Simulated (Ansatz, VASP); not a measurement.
**One calculation of Zr, two programs**

INCAR

```
PREC = Accurate
ENCUT = 520
EDIFF = 1E-6
ISMEAR = -1
SIGMA = 0.1
LREAL = F
LASPH = T
NELM = 100
ALGO = Normal
ISIF = 2
LWAVE = F
LCHARG = T
GGA = B5
ALDAX = 1.0
AGGAX = 1.0
AGGAC = 1.0
ALDAC = 0.0
LELF = T
LVHAR = T
NBANDS = 12
```

KPOINTS

```
regular mesh
0
Gamma
  14 14 14
```

POSCAR

```
Zr
1.0
   -1.7861113605      1.7861113605      1.7861113605
    1.7861113605     -1.7861113605      1.7861113605
    1.7861113605      1.7861113605     -1.7861113605
Zr
1
Direct
    0.0000000000      0.0000000000      0.0000000000
```

Input for Ansatz:

```yaml
crystal:
  lattice:
    - [-1.7861113605, 1.7861113605, 1.7861113605]
    - [1.7861113605, -1.7861113605, 1.7861113605]
    - [1.7861113605, 1.7861113605, -1.7861113605]
  atoms:
    - { symbol: Zr, position: [0.0, 0.0, 0.0] }
hamiltonian:
  xc: blyp
  pseudopotentials:
    kind: paw
    azcp:
      Zr: "pseudopotentials/Zr.paw.azcp"
basis:
  ecutwfc: 420
  fft_grid_basis: typed
kpoints:
  mp_grid: { grid: [14, 14, 14], shift: [0, 0, 0] }
magnetization:
  spin_polarized: false
scf:
  occupations: { method: fermi_dirac, width: 0.1 }
  lower_state_search: "off"
output:
  stress: true
  write_density: true
  write_potential: true
  elf: true
  volumetric_format: npy
```

Alike in both runs: task single point; functional BLYP; k mesh 14 × 14 × 14; occupations fermi-dirac, width 0.1 eV; no spin polarisation.

|  | VASP | Ansatz |
| --- | --- | --- |
| version | VASP 6.6.1 | Ansatz 0.2.0 |
| potentials or method | VASP PAW PBE potentials, release 64 (Zr_sv), cutoff 520 eV | plane waves (420 eV) with PAW, scalar-relativistic |
| valence electrons in the cell | 12 | 12 |

Ansatz gave:

* pressure (GPa): 3.5

Which values does VASP return?

Pressure (GPa): 3.6.

VASP's potentials were made for PBE, not for BLYP.
